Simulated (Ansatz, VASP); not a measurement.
C in VASP and in Ansatz

```xyz
8
Lattice="-3.2929 3.2929 1.6953 3.2929 -3.2929 1.6953 3.2929 3.2929 -1.6953" Properties=species:S:1:pos:R:3 pbc="T T T"
C     0.0000    5.5538    0.1315
C     0.0000    1.0321    0.1315
C     1.0321    3.2929    0.9792
C    -1.0321    3.2929    0.9792
C     0.0000    2.2609    0.7162
C     0.0000    4.3250    0.7162
C     2.2609    3.2929    1.5638
C    -2.2609    3.2929    1.5638
```

Alike in both runs: functional PBE; k mesh 6 × 6 × 6; occupations gaussian, width 0.1 eV; no spin polarisation.

Ansatz relaxed the structure, and its values are those at the end. VASP's run is a single point on that final structure, the one shown.

|  | VASP | Ansatz |
| --- | --- | --- |
| version | VASP 6.6.1 | Ansatz 0.2.0 |
| potentials or method | VASP PAW PBE potentials, release 64 (C), cutoff 600 eV | scalar-relativistic, plane waves, PAW |
| valence electrons in the cell | 32 | 32 |

|  | VASP | Ansatz | Ansatz less VASP |
| --- | --- | --- | --- |
| gap on the k mesh at the Fermi level (eV) | 0.16 | 0.16 | 0.000 |
| least direct gap on the mesh (eV) | 0.19 | 0.19 | -0.001 |
| pressure (GPa) | -0.2 | -0.1 | +0.09 |
| rms of the force components (eV/Å) | 0.005 | 0.008 | +0.0028 |
